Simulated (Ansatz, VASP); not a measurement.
## One calculation of Se, two programs

```
Se
1.0
     3.94694    0.00000    0.00000
    -1.97347    3.41815    0.00000
     0.00000    0.00000    5.11898
Se
3
Direct
  0.25537 0.00000 0.33333
  0.00000 0.25537 0.66667
  0.74463 0.74463 0.00000
```

Alike in both runs: functional LDA; k mesh 12 × 12 × 8; occupations gaussian, width 0.02 eV; no spin polarisation.

Ansatz relaxed the structure, and its values are those at the end. VASP's run is a single point on that final structure, the one shown.

|  | VASP | Ansatz |
| --- | --- | --- |
| version | VASP 6.6.1 | Ansatz 0.2.0 |
| potentials or method | VASP PAW LDA potentials, release 64 (Se), cutoff 520 eV | scalar-relativistic, plane waves, PAW |
| valence electrons in the cell | 18 | 48 |

Ansatz gave:

| Quantity | Value |
| --- | --- |
| gap on the k mesh at the Fermi level (eV) | 0.29 |
| least direct gap on the mesh (eV) | 0.29 |
| pressure (GPa) | 0.0 |
| rms of the force components (eV/Å) | 0.000 |

Q: Estimate VASP's values.

A: gap on the k mesh at the Fermi level (eV): 0.28; least direct gap on the mesh (eV): 0.28; pressure (GPa): 0.2; rms of the force components (eV/Å): 0.022.

Ansatz warns that its potentials were made for another functional, while VASP's fit it. LDA's correlation is that of Perdew and Zunger in VASP and of Perdew and Wang (1992) in Ansatz. VASP's potentials hold 18 valence electrons a cell and Ansatz's 48, so a difference there can come from the potentials and not from the codes.
